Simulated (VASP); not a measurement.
# ZrB2 (P6/mmm) in VASP: further runs, part 2 of 2

VASP 6.6.1.

### Step 4. Relaxation of cell and atoms, PBEsol+D3(BJ)

This run uses another cell than the first one, of 10.25 Å³/atom, 1.042 times its volume.

File INCAR:

```
SYSTEM = ZrB2
  ALGO = Normal
  EDIFF = 1E-7
  EDIFFG = -0.01
  ENCUT = 600
  GGA = PS
  IBRION = 2
  ISIF = 3
  ISMEAR = -1
  IVDW = 12
  LASPH = .TRUE.
  LCHARG = .FALSE.
  LREAL = .FALSE.
  LWAVE = .FALSE.
  NELM = 80
  NSW = 60
  PREC = Accurate
  SIGMA = 0.05
```

File KPOINTS:

```
k-points
0
G
  10 10 8
  0 0 0
```

File POSCAR:

```
ZrB2
1.0
    3.1700000000      0.0000000000      0.0000000000
   -1.5850000000      2.7453005300      0.0000000000
    0.0000000000      0.0000000000      3.5330000000
Zr B
1 2
Direct
    0.0000000000      0.0000000000      0.0000000000
    0.6666666667      0.3333333333      0.5000000000
    0.3333333333      0.6666666667      0.5000000000
```

Potentials or basis: VASP PAW PBE potentials, release 64 (Zr_sv, B).

Run with:

```console
cat potpaw_PBE.64/Zr_sv/POTCAR potpaw_PBE.64/B/POTCAR > POTCAR
mpirun -np 1 vasp_std > vasp.out
```

OUTCAR:

```text
SYSTEM = ZrB2
   EDIFF = 1E-7
   EDIFFG = -0.01
   ENCUT = 600
   GGA = PS
   IBRION = 2
   ISIF = 3
   ISMEAR = -1
   IVDW = 12
   LASPH = .TRUE.
   LREAL = .FALSE.
   NELM = 80
   NSW = 60
   PREC = Accurate
 IVDW          = 12

 ion  position               nearest neighbor table
   1  0.000  0.000  0.000-   2 2.54   3 2.54   2 2.54   3 2.54   2 2.54   2 2.54   3 2.54   3 2.54
                             2 2.54   2 2.54   3 2.54   3 2.54
   2  0.667  0.333  0.500-   3 1.83   3 1.83   3 1.83   1 2.54   1 2.54   1 2.54   1 2.54   1 2.54
                             1 2.54
   3  0.333  0.667  0.500-   2 1.83   2 1.83   2 1.83   1 2.54   1 2.54   1 2.54   1 2.54   1 2.54
                             1 2.54

  LATTYP: Found a hexagonal cell.
 ALAT       =     3.1700000000
 C/A-ratio  =     1.1145110410

  Lattice vectors:

 A1 = (   3.1700000000,   0.0000000000,   0.0000000000)
 A2 = (  -1.5850000000,   2.7453005300,   0.0000000000)
 A3 = (   0.0000000000,   0.0000000000,   3.5330000000)

Analysis of symmetry for initial positions (statically):
=====================================================================
 Subroutine PRICEL returns:
 Original cell was already a primitive cell.

 Routine SETGRP: Setting up the symmetry group for a
 hexagonal supercell.

 Subroutine GETGRP returns: Found 24 space group operations
 (whereof 24 operations were pure point group operations)
 out of a pool of 24 trial point group operations.

The static configuration has the point symmetry D_6h.

Analysis of symmetry for dynamics (positions and initial velocities):
[... 160 lines left out ...]
  free energy    TOTEN  =       -26.39655282 eV

  energy without entropy =      -26.39374176  energy(sigma->0) =      -26.39514729

------------------------ aborting loop because EDIFF is reached ----------------------------------------

 Edisp (eV)   -1.09350

 E8    (eV) :    -0.7330
[... 155 lines left out ...]
--------------------------------------- Ionic step        5  -------------------------------------------

 number of electron      18.0000000 magnetization

 Free energy of the ion-electron system (eV)
  ---------------------------------------------------
  ext. energy  EPLUGINS =         0.00000000
  ---------------------------------------------------
  free energy    TOTEN  =       -26.38796102 eV

  energy without entropy =      -26.38519527  energy(sigma->0) =      -26.38657815

 E-fermi :  10.7610     XC(G=0): -12.7260

 val. band max:       10.7240468157   @ k =   0.2000   0.2000   0.1250
 cond. band min:      10.9268267377   @ k =   0.1000  -0.0000   0.5000
 fundamental gap:      0.2027799220
 Fermi energy:        10.7610424989

 k-point     1 :       0.0000    0.0000    0.0000
  band No.  band energies     occupation
      1     -37.5028      2.00000
      2     -15.7475      2.00000
      3     -15.1326      2.00000
      4     -15.1326      2.00000
      5      -2.0003      2.00000
      6       8.1520      2.00000
      7       8.1520      2.00000
      8       8.1665      2.00000
      9       8.5987      2.00000
     10      14.4490      0.00000
     11      14.4490      0.00000
     12      15.2949      0.00000
     13      15.2949      0.00000
[... 354 lines left out ...]
  band No.  band energies     occupation
      1     -37.3609      2.00000
      2     -16.1454      2.00000
      3     -15.5968      2.00000
      4     -15.4330      2.00000
      5       1.5442      2.00000
      6       2.7958      2.00000
      7       6.5647      2.00000
      8       7.3555      2.00000
      9       8.7226      2.00000
     10      12.0889      0.00000
     11      14.7653      0.00000
     12      15.0178      0.00000
     13      16.7658      0.00000

 [... further k-points ...]

------------------------ aborting loop because EDIFF is reached ----------------------------------------

 Edisp (eV)   -1.13890

 E8    (eV) :    -0.7635
[... 26 lines left out ...]
  FREE ENERGIE OF THE ION-ELECTRON SYSTEM (eV)
  ---------------------------------------------------
  free  energy   TOTEN  =       -27.5268649952 eV

  energy  without entropy=      -27.5240992425  energy(sigma->0) =      -27.52548212

 reached required accuracy - stopping structural energy minimisation
```

Wall time 98 s (1 thread of Intel Xeon Platinum 8375C at 2.90GHz (Ice Lake), shared host); peak memory 0.2 GiB.

What came out:

```
Free energy                            : -27.5269 eV
Relaxed volume                         : 9.85 Å³/atom
Relaxed cell                           : a = 3.131 Å, b = 3.131 Å, c = 3.480 Å, α = 90.00°, β = 90.00°, γ = 120.00°
Space group after relaxing (to 0.05 Å) : P6/mmm (No. 191)
Energy gained by relaxing              : 12.3 meV/atom
Ionic steps                            : 5
Pressure after relaxing                : 0.1 GPa
Band gap on the k mesh                 : zero (band 9 reaches 11.43 eV, above the bottom of band 10 at 10.61 eV)
Dispersion energy per atom             : -0.380 eV
```

Step by step:
```tsv
step	energy change (eV)	largest force (eV/Å)	pressure (GPa)	volume (Å³)
1	0.0000	0.0000	-9.57	30.75
2	0.0269	0.0000	14.61	28.10
3	-0.0367	0.0000	-0.11	29.57
4	-0.0367	0.0000	0.10	29.55
5	-0.0368	0.0000	0.10	29.54
```

Final structure:
```yaml
crystal:
  lattice:
    - [3.13100, 0.00000, 0.00000]
    - [-1.56550, 2.71152, 0.00000]
    - [0.00000, 0.00000, 3.47994]
  atoms:
    - { symbol: Zr, position: [0.00000, 0.00000, 0.00000] }
    - { symbol: B, position: [0.66667, 0.33333, 0.50000] }
    - { symbol: B, position: [0.33333, 0.66667, 0.50000] }
```

Levels at points of the mesh, in eV from the Fermi level:
```tsv
k point	band 5	band 6	band 7	band 8	band 9	band 10	band 11	band 12	band 13
(0.00, 0.00, 0.00)	-12.76	-2.61	-2.61	-2.59	-2.16	3.69	3.69	4.53	4.53
(0.50, 0.00, 0.00)	-9.01	-8.35	-3.91	-2.97	-2.72	2.45	2.52	5.30	5.41
(0.00, 0.00, 0.50)	-10.53	-6.97	-0.85	-0.85	0.41	0.41	0.90	0.90	2.08
(0.50, 0.00, 0.50)	-9.97	-6.87	-4.65	-4.17	-1.78	4.09	4.41	5.71	6.79
```

Caveat: the PAW data sets were made with another functional, which shifts forces and pressure a little; pairwise dispersion overbinds metals, which lowers pressure and volume.

### Step 5. Relaxation of cell and atoms, PBEsol+D4

This run uses another cell than the first one, of 10.25 Å³/atom, 1.042 times its volume.

File INCAR:

```
PREC = Accurate
ENCUT = 600
EDIFF = 1E-6
ISMEAR = -1
SIGMA = 0.05
LREAL = F
LASPH = T
NELM = 60
ALGO = Normal
ISIF = 3
LWAVE = F
LCHARG = F
GGA = PS
IVDW = 13
IBRION = 2
NSW = 60
EDIFFG = -0.01
```

File KPOINTS:

```
regular mesh
0
Gamma
  10 10 8
```

POSCAR is that of step 4.

Potentials or basis: VASP PAW PBE potentials, release 64 (Zr_sv, B).

Run with:

```console
cat potpaw_PBE.64/Zr_sv/POTCAR potpaw_PBE.64/B/POTCAR > POTCAR
mpirun -np 1 vasp_std > vasp.out
```

OUTCAR:

```text
PREC = Accurate
   ENCUT = 600
   EDIFF = 1E-6
   ISMEAR = -1
   LREAL = F
   LASPH = T
   NELM = 60
   ISIF = 3
   GGA = PS
   IVDW = 13
   IBRION = 2
   NSW = 60
   EDIFFG = -0.01

 ion  position               nearest neighbor table
   1  0.000  0.000  0.000-   2 2.54   3 2.54   2 2.54   3 2.54   2 2.54   2 2.54   3 2.54   3 2.54
                             2 2.54   2 2.54   3 2.54   3 2.54
   2  0.667  0.333  0.500-   3 1.83   3 1.83   3 1.83   1 2.54   1 2.54   1 2.54   1 2.54   1 2.54
                             1 2.54
   3  0.333  0.667  0.500-   2 1.83   2 1.83   2 1.83   1 2.54   1 2.54   1 2.54   1 2.54   1 2.54
                             1 2.54

  LATTYP: Found a hexagonal cell.
 ALAT       =     3.1700000000
 C/A-ratio  =     1.1145110410

  Lattice vectors:

 A1 = (   3.1700000000,   0.0000000000,   0.0000000000)
 A2 = (  -1.5850000000,   2.7453005300,   0.0000000000)
 A3 = (   0.0000000000,   0.0000000000,   3.5330000000)

Analysis of symmetry for initial positions (statically):
=====================================================================
[... 350 lines left out ...]

 val. band max:       10.6083075987   @ k =   0.2000   0.2000   0.1250
 cond. band min:      10.8100918471   @ k =   0.1000  -0.0000   0.5000
 fundamental gap:      0.2017842484
 Fermi energy:        10.6474852179

 k-point     1 :       0.0000    0.0000    0.0000
  band No.  band energies     occupation
      1     -37.6459      2.00000
      2     -15.8824      2.00000
      3     -15.2907      2.00000
      4     -15.2907      2.00000
      5      -2.0655      2.00000
      6       8.0392      2.00000
      7       8.0392      2.00000
      8       8.0825      2.00000
      9       8.4974      2.00000
     10      14.2846      0.00000
     11      14.2846      0.00000
     12      15.1489      0.00000
     13      15.1489      0.00000
[... 354 lines left out ...]
  band No.  band energies     occupation
      1     -37.5113      2.00000
      2     -16.2640      2.00000
      3     -15.7396      2.00000
      4     -15.5793      2.00000
      5       1.4565      2.00000
      6       2.7038      2.00000
      7       6.4676      2.00000
      8       7.2739      2.00000
      9       8.6297      2.00000
     10      11.9654      0.00000
     11      14.6036      0.00000
     12      14.8490      0.00000
     13      16.5652      0.00000

 [... further k-points ...]

------------------------ aborting loop because EDIFF is reached ----------------------------------------

  DFT-D4 for vdW energy calculation

  Edisp (eV):   -0.56204
[... 26 lines left out ...]
  FREE ENERGIE OF THE ION-ELECTRON SYSTEM (eV)
  ---------------------------------------------------
  free  energy   TOTEN  =       -26.9592330537 eV

  energy  without entropy=      -26.9563779143  energy(sigma->0) =      -26.95780548

 reached required accuracy - stopping structural energy minimisation
```

CONTCAR:

```text
ZrB2
   1.00000000000000
     3.1444739012045857    0.0000000000000000   -0.0000000000000000
    -1.5722369506022928    2.7231942799835793    0.0000000000000000
     0.0000000000000000   -0.0000000000000000    3.4856838253127349
  Zr              B
     1     2
Direct
     0.0000000000000000    0.0000000000000000    0.0000000000000000
     0.6666666667000030    0.3333333332999970    0.5000000000000000
     0.3333333332999970    0.6666666667000030    0.5000000000000000

  0.00000000E+00  0.00000000E+00  0.00000000E+00
  0.00000000E+00  0.00000000E+00  0.00000000E+00
  0.00000000E+00  0.00000000E+00  0.00000000E+00
```

Run time: 81 s. Hardware: 1 thread of Intel Xeon Platinum 8375C at 2.90GHz (Ice Lake), shared host; peak memory 0.19 GiB.

Results:

* Free energy: -26.9592 eV
* Relaxed volume: 9.95 Å³/atom
* Relaxed cell: a = 3.144 Å, b = 3.144 Å, c = 3.486 Å, α = 90.00°, β = 90.00°, γ = 120.00°
* Space group after relaxing (to 0.05 Å): P6/mmm (No. 191)
* Energy gained by relaxing: 6.8 meV/atom
* Ionic steps: 5
* Pressure after relaxing: 0.1 GPa
* Band gap on the k mesh: zero (band 9 reaches 11.29 eV, above the bottom of band 10 at 10.51 eV)
* Dispersion energy per atom: -0.187 eV

The path:
```tsv
step	energy change (eV)	largest force (eV/Å)	pressure (GPa)	volume (Å³)
1	0.0000	0.0000	-6.99	30.75
2	0.0120	0.0000	10.00	28.80
3	-0.0200	0.0000	0.00	29.87
4	-0.0200	0.0000	0.14	29.85
5	-0.0203	0.0000	0.11	29.85
```

Final structure:
```cif
data_structure
_symmetry_space_group_name_H-M 'P 1'
_symmetry_Int_Tables_number 1
_cell_length_a 3.1445
_cell_length_b 3.1445
_cell_length_c 3.4857
_cell_angle_alpha 90.000
_cell_angle_beta 90.000
_cell_angle_gamma 120.000
_cell_volume 29.85
loop_
_atom_site_label
_atom_site_type_symbol
_atom_site_fract_x
_atom_site_fract_y
_atom_site_fract_z
_atom_site_occupancy
Zr1 Zr 0.00000 0.00000 0.00000 1
B1 B 0.66667 0.33333 0.50000 1
B2 B 0.33333 0.66667 0.50000 1
```

Caveat: the PAW data sets were made with another functional, which shifts forces and pressure a little; pairwise dispersion overbinds metals, which lowers pressure and volume.

### Step 6. Relaxation of cell and atoms, r2SCAN

This run uses another cell than the first one, of 10.25 Å³/atom, 1.042 times its volume.

POSCAR is that of step 5.

File INCAR.step1:

```
PREC     = Accurate       # precision mode
ENCUT    = 600            # plane-wave cutoff, eV
ISMEAR   = -1             # smearing method
SIGMA    = 0.05           # smearing width, eV
LREAL    = False          # projectors in reciprocal space
LASPH    = True           # aspherical terms in the spheres
NELM     = 80             # most SCF steps
GGA      = PE             # functional
ALGO     = Normal         # electronic algorithm
EDIFF    = 1E-4           # SCF threshold, eV
LWAVE    = True           # write WAVECAR
LCHARG   = False          # write CHGCAR
```

File INCAR.step2:

```
PREC     = Accurate       # precision mode
ENCUT    = 600            # plane-wave cutoff, eV
EDIFF    = 1E-6           # SCF threshold, eV
ISMEAR   = -1             # smearing method
SIGMA    = 0.05           # smearing width, eV
LREAL    = False          # projectors in reciprocal space
LASPH    = True           # aspherical terms in the spheres
NELM     = 80             # most SCF steps
ALGO     = Normal         # electronic algorithm
ISIF     = 3              # what is computed and relaxed
LWAVE    = False          # write WAVECAR
LCHARG   = False          # write CHGCAR
METAGGA  = R2SCAN         # meta-GGA
LMIXTAU  = True         
IBRION   = 2              # ionic algorithm
NSW      = 60             # ionic steps
EDIFFG   = -0.01          # ionic threshold
ISTART   = 1
```

File KPOINTS:

```
Automatic mesh
0
Gamma
  10 10 8
```

Potentials or basis: VASP PAW PBE potentials, release 64 (Zr_sv, B).

Run with:

```console
cat potpaw_PBE.64/Zr_sv/POTCAR potpaw_PBE.64/B/POTCAR > POTCAR
cp INCAR.step1 INCAR
mpirun -np 1 vasp_std > vasp.out
cp INCAR.step2 INCAR
mpirun -np 1 vasp_std > vasp.out
```

Run time: 7 min. Hardware: 1 thread of Intel Xeon Platinum 8375C at 2.90GHz (Ice Lake), shared host; peak memory 0.19 GiB.

It converged, with:

```
Free energy                            : -40.6355 eV
Relaxed volume                         : 10.29 Å³/atom
Relaxed cell                           : a = 3.166 Å, b = 3.166 Å, c = 3.555 Å, α = 90.00°, β = 90.00°, γ = 120.00°
Space group after relaxing (to 0.05 Å) : P6/mmm (No. 191)
Energy gained by relaxing              : 0.5 meV/atom
Ionic steps                            : 5
Pressure after relaxing                : 0.0 GPa
Band gap on the k mesh                 : zero (band 9 reaches 11.29 eV, above the bottom of band 10 at 10.35 eV)
```

Step by step:
```
step  energy change (eV)  largest force (eV/Å)  pressure (GPa)  volume (Å³)
   1              0.0000                0.0000            0.88        30.75
   2             -0.0011                0.0000           -1.01        31.00
   3             -0.0013                0.0000           -0.44        30.92
   4             -0.0015                0.0000            0.30        30.84
   5             -0.0015                0.0000            0.01        30.87
```

Final structure:
```
Zr B
1.0
     3.16641    0.00000    0.00000
    -1.58321    2.74219    0.00000
     0.00000    0.00000    3.55515
Zr B
1 2
Direct
  0.00000 0.00000 0.00000
  0.66667 0.33333 0.50000
  0.33333 0.66667 0.50000
```

Levels at points of the mesh, in eV from the Fermi level:
| k point | band 5 | band 6 | band 7 | band 8 | band 9 | band 10 | band 11 | band 12 | band 13 |
| --- | --- | --- | --- | --- | --- | --- | --- | --- | --- |
| (0.00, 0.00, 0.00) | -13.55 | -2.65 | -2.65 | -2.62 | -2.60 | 3.67 | 3.67 | 4.42 | 4.42 |
| (0.50, 0.00, 0.00) | -9.45 | -9.16 | -4.10 | -3.20 | -2.70 | 2.33 | 2.50 | 5.24 | 5.29 |
| (0.00, 0.00, 0.50) | -11.52 | -7.34 | -0.94 | -0.94 | 0.50 | 0.50 | 0.92 | 0.92 | 1.93 |
| (0.50, 0.00, 0.50) | -10.57 | -7.49 | -4.77 | -4.30 | -2.20 | 3.94 | 4.30 | 5.59 | 6.45 |

Caveat: the PAW data sets were made with another functional, which shifts forces and pressure a little. Zero-point motion and thermal expansion aren't in these numbers.

### Step 7. Summary

```csv
task,level,cell,cutoff (eV),gap on the mesh (eV),pressure (GPa),relaxed volume (Å³/atom)
single point,PBEsol+D3(BJ),"a = 3.130, b = 3.130, c = 3.478 Å, angles 90.0, 90.0, 120.0°, 3 atoms",520,none,0.4,-
single point,PBEsol+D4,"a = 3.144, b = 3.144, c = 3.485 Å, angles 90.0, 90.0, 120.0°, 3 atoms",520,none,0.3,-
relaxation of cell and atoms,PBEsol+D3(BJ),"relaxed from a = 3.170, b = 3.170, c = 3.533 Å, angles 90.0, 90.0, 120.0°, 3 atoms",600,none,0.1,9.85
relaxation of cell and atoms,PBEsol+D4,"relaxed from a = 3.170, b = 3.170, c = 3.533 Å, angles 90.0, 90.0, 120.0°, 3 atoms",600,none,0.1,9.95
relaxation of cell and atoms,r2SCAN,"relaxed from a = 3.170, b = 3.170, c = 3.533 Å, angles 90.0, 90.0, 120.0°, 3 atoms",600,none,0.0,10.29
```

Alike in all rows: potentials or basis VASP PAW PBE potentials, release 64 (Zr_sv, B); no spin polarisation; k mesh 10 × 10 × 8; smearing fermi-dirac 0.05 eV.

Caveats: the PAW data sets were made with another functional, which shifts forces and pressure a little; pairwise dispersion overbinds metals, which lowers pressure and volume (some runs).

Total energies depend on the potentials used, so only differences within one code and one set of settings carry meaning.
